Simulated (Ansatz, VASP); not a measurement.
## Ga3Se in VASP and in Ansatz

File INCAR:

```
PREC     = Accurate       # precision mode
ENCUT    = 500            # plane-wave cutoff, eV
EDIFF    = 1E-6           # SCF threshold, eV
ISMEAR   = 1              # smearing method
SIGMA    = 0.01           # smearing width, eV
LREAL    = F              # projectors in reciprocal space
LASPH    = T              # aspherical terms in the spheres
NELM     = 120            # most SCF steps
ALGO     = Normal         # electronic algorithm
ISIF     = 2              # what is computed and relaxed
LWAVE    = F              # write WAVECAR
LCHARG   = F              # write CHGCAR
GGA      = PS             # functional
NBANDS   = 30             # bands
GGA_COMPAT= F
```

The input KPOINTS:

```
Automatic mesh
0
Gamma
  10 10 10
```

The input POSCAR:

```
Ga3Se
1.0
    4.4324650000      0.0000000000      0.0000000000
    0.0000000000      4.4324650000      0.0000000000
    0.0000000000      0.0000000000      4.4324650000
Ga Se
3 1
Direct
    0.0000000000      0.5000000000      0.5000000000
    0.5000000000      0.0000000000      0.5000000000
    0.5000000000      0.5000000000      0.0000000000
    0.0000000000      0.0000000000      0.0000000000
```

Input for Ansatz:

```yaml
crystal:
  lattice:
    - [4.432465, 0.0, 0.0]
    - [0.0, 4.432465, 0.0]
    - [0.0, 0.0, 4.432465]
  atoms:
    - { symbol: Ga, position: [0.0, 0.5, 0.5] }
    - { symbol: Ga, position: [0.5, 0.0, 0.5] }
    - { symbol: Ga, position: [0.5, 0.5, 0.0] }
    - { symbol: Se, position: [0.0, 0.0, 0.0] }
basis:
  ecutwfc: 420
kpoints:
  mp_grid: { grid: [10, 10, 10] }
hamiltonian:
  xc: pbesol
scf:
  occupations: { method: cold, width: 0.01 }
output:
  forces: true
  stress: true
  eigenvalues: true
```

Alike in both runs: task single point; functional PBEsol; k mesh 10 × 10 × 10; no spin polarisation.

|  | VASP | Ansatz |
| --- | --- | --- |
| version | VASP 6.6.1 | Ansatz 0.2.0 |
| potentials or method | VASP PAW PBE potentials, release 64 (Ga_d, Se), cutoff 500 eV | scalar-relativistic, plane waves, PAW |
| occupations | methfessel-paxton of order 1, width 0.01 eV | cold, width 0.01 eV |
| valence electrons in the cell | 45 | 55 |

|  | VASP | Ansatz | Ansatz less VASP |
| --- | --- | --- | --- |
| gap on the k mesh at the Fermi level (eV) | none | none | - |
| pressure (GPa) | -3.6 | -3.6 | -0.03 |

VASP's potentials were made for PBE, not for PBEsol. A gap of «none» marks a metal or a gap that the smearing closes. VASP's potentials hold 45 valence electrons a cell and Ansatz's 55, so a difference there can come from the potentials and not from the codes.
